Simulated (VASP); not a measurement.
B, 2 atoms in the cell. It takes space group Fd-3m (No. 227, cubic). The conventional cell has a = 3.918 Å, b = 3.918 Å, c = 3.918 Å, α = 90.00°, β = 90.00°, γ = 90.00°. B (site symmetry -43m) has 4 B at 1.70 Å within 2.3 Å.  This cell differs from its parent crystal: volume scaled by 0.88.

```yaml
Program: VASP 6.6.1
Task: single point
Functional: BLYP
Potentials_or_basis: VASP PAW PBE potentials, release 64 (B)
Cutoff: 520 eV
k_mesh: 15 × 15 × 15
Occupations: fermi-dirac, width 0.1 eV
Spin: no spin polarisation
Dipole_correction: no
Further_INCAR_settings: ALGO = Normal; EDIFF = 1e-06; NBANDS = 10
```

Potentials or basis: VASP PAW PBE potentials, release 64 (B).

Run with:

```console
$ cat potpaw_PBE.64/B/POTCAR > POTCAR
$ mpirun -np 1 vasp_std > vasp.out
```

Hardware: 1 thread of Intel(R) Xeon(R) Platinum 8259CL CPU @ 2.50GHz (Skylake/Cascade Lake), with other jobs on the host.

How long does it take, and how much memory?

It took 21 s on 1 thread of Intel(R) Xeon(R) Platinum 8259CL CPU @ 2.50GHz (Skylake/Cascade Lake) (shared host), peak memory 0.13 GiB. Counts: scf iterations 11, k points 120.
